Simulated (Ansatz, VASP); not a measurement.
# HfN: VASP beside Ansatz

```
Hf N
1.0
     0.00000    2.19123    2.22512
     2.19123    0.00000    2.22512
     2.19123    2.19123    0.00000
Hf N
1 1
Direct
  0.00000 0.00000 0.00000
  0.50000 0.50000 0.50000
```

Change from the starting cell: strain -0.030 along x and y, -0.015 along z, atoms carried along.

Alike in both runs: task single point; functional PBE; k mesh 18 × 18 × 18; occupations gaussian, width 0.15 eV; no spin polarisation.

```csv
,VASP,Ansatz
version,VASP 6.6.1,Ansatz 0.2.0
potentials or method,"VASP PAW PBE potentials, release 64 (Hf_pv, N), cutoff 520 eV","scalar-relativistic, plane waves, PAW"
valence electrons in the cell,15,31
```

VASP gave:

```
gap on the k mesh at the Fermi level (eV)                     : none
pressure (GPa)                                                : 28.6
traceless stress, the component that is largest in VASP (GPa) : -6.97
```

Q: Estimate Ansatz's values.

A: gap on the k mesh at the Fermi level (eV): none; pressure (GPa): 31.1; traceless stress, the component that is largest in VASP (GPa): -7.00.

A gap of «none» marks a metal or a gap that the smearing closes. Both programs put the cell under a high pressure, so it lies far from rest at this level. VASP's potentials hold 15 valence electrons a cell and Ansatz's 31, so a difference there can come from the potentials and not from the codes.

Neither program's run includes spin-orbit coupling.
